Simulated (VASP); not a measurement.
Wanted: the native input for a VASP 6.6.1 run.

- Task: single point
- Functional: r2SCAN
- Potentials or basis: VASP PAW PBE potentials, release 64 (Li_sv, Cl)
- Cutoff: 520 eV
- k mesh: 8 × 8 × 8
- Occupations: gaussian, width 0.02 eV
- Spin: no spin polarisation
- Dipole correction: no
- Further INCAR settings: ALGO = Normal; EDIFF = 1e-06; NBANDS = 12

LiCl:

```
Li Cl
1.0
     0.00000    2.75783    2.75783
     2.75783    0.00000    2.75783
     2.75783    2.75783    0.00000
Li Cl
1 1
Direct
  0.00000 0.00000 0.00000
  0.25000 0.25000 0.25000
```

These files were run (other wordings do the same):

POSCAR

```
LiCl
1.0
    0.0000000000      2.7578258545      2.7578258545
    2.7578258545      0.0000000000      2.7578258545
    2.7578258545      2.7578258545      0.0000000000
Li Cl
1 1
Direct
    0.0000000000      0.0000000000      0.0000000000
    0.2500000000      0.2500000000      0.2500000000
```

INCAR.step1

```
SYSTEM = LiCl
PREC = Accurate ; ENCUT = 520
ISMEAR = 0 ; SIGMA = 0.02
LREAL = .FALSE. ; LASPH = .TRUE.
NELM = 60 ; NBANDS = 12
GGA = PE ; ALGO = Normal
EDIFF = 1E-4 ; LWAVE = .TRUE.
LCHARG = .FALSE.
```

INCAR.step2

```
SYSTEM = LiCl
PREC = Accurate ; ENCUT = 520
EDIFF = 1E-6 ; ISMEAR = 0
SIGMA = 0.02 ; LREAL = .FALSE.
LASPH = .TRUE. ; NELM = 60
ALGO = Normal ; ISIF = 2
LWAVE = .FALSE. ; LCHARG = .FALSE.
METAGGA = R2SCAN ; LMIXTAU = .TRUE.
NBANDS = 12 ; ISTART = 1
```

KPOINTS

```
Automatic mesh
0
G
  8 8 8
  0 0 0
```

Potentials or basis: VASP PAW PBE potentials, release 64 (Li_sv, Cl).

Run with:

```sh
$ cat potpaw_PBE.64/Li_sv/POTCAR potpaw_PBE.64/Cl/POTCAR > POTCAR
$ cp INCAR.step1 INCAR
$ mpirun -np 1 vasp_std > vasp.out
$ cp INCAR.step2 INCAR
$ mpirun -np 1 vasp_std > vasp.out
```

It gave:

```yaml
Band_gap_on_the_k_mesh: 6.67 eV, direct
```

Wall time 59 s on 1 thread of AMD EPYC 7R43 64-Core Processor (Zen 3), on a shared host, peak memory 0.13 GiB.
